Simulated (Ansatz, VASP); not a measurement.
# ZnS in VASP and in Ansatz

Contents of INCAR:

```
SYSTEM = ZnS
PREC = Accurate
ENCUT = 520
EDIFF = 1E-6
ISMEAR = -1
SIGMA = 0.03
LREAL = .FALSE.
LASPH = .TRUE.
NELM = 100
ALGO = Normal
ISIF = 2
LWAVE = .FALSE.
LCHARG = .FALSE.
GGA = PS
NBANDS = 26
```

The input KPOINTS:

```
regular mesh
0
G
  8 8 5
  0 0 0
```

Contents of POSCAR:

```
ZnS
1.0
    3.8109987816      0.0000000000      0.0000000000
   -1.9054993908      3.3004217586      0.0000000000
    0.0000000000      0.0000000000      6.4210200000
Zn S
2 2
Direct
    0.3333333333      0.6666666667      0.0000000000
    0.6666666667      0.3333333333      0.5000000000
    0.3333333333      0.6666666667      0.3850000000
    0.6666666667      0.3333333333      0.8850000000
```

Input for Ansatz:

```yaml
crystal:
  lattice:
    - [3.8109987816, 0.0, 0.0]
    - [-1.9054993908, 3.3004217586, 0.0]
    - [0.0, 0.0, 6.42102]
  atoms:
    - { symbol: Zn, position: [0.3333333333, 0.6666666667, 0.0] }
    - { symbol: Zn, position: [0.6666666667, 0.3333333333, 0.5] }
    - { symbol: S, position: [0.3333333333, 0.6666666667, 0.385] }
    - { symbol: S, position: [0.6666666667, 0.3333333333, 0.885] }
kpoints:
  mp_grid: { grid: [8, 8, 5] }
  band_path:
    path:
      - [0.0, 0.0, 0.0]
      - [0.5, 0.0, 0.0]
      - [0.3333333333, 0.3333333333, 0.0]
      - [0.0, 0.0, 0.0]
      - [0.0, 0.0, 0.5]
      - [0.5, 0.0, 0.5]
      - [0.3333333333, 0.3333333333, 0.5]
      - [0.0, 0.0, 0.5]
      - [0.5, 0.0, 0.5]
    npoints: 5
scf:
  occupations: { method: fermi_dirac, width: 0.03 }
hamiltonian:
  xc: pbesol
  pseudopotentials: { kind: all_electron, lapw: { basis_error: 0.001 } }
output:
  forces: true
  stress: true
  eigenvalues: true
```

Change from the starting cell: zz strain of +3 %.

Alike in both runs: task single point; functional PBEsol; k mesh 8 × 8 × 5; occupations fermi-dirac, width 0.03 eV; no spin polarisation.

```csv
,VASP,Ansatz
version,VASP 6.6.1,Ansatz 0.2.0
potentials or method,"VASP PAW PBE potentials, release 64 (Zn, S), cutoff 520 eV","all-electron LAPW, scalar-relativistic"
```

```tsv
	VASP	Ansatz	Ansatz less VASP
gap on the k mesh at the Fermi level (eV)	1.95	1.95	0.000
pressure (GPa)	-2.8	-3.0	-0.16
traceless stress, the component that is largest in VASP (GPa)	-3.06	-3.02	+0.043
rms of the force components (eV/Å)	0.209	0.206	-0.0030
```

VASP's potentials were made for PBE, not for PBEsol. Atom by atom the forces differ by 0.003 eV/Å (rms over components). Ansatz ran all-electron here, and VASP with PAW potentials.
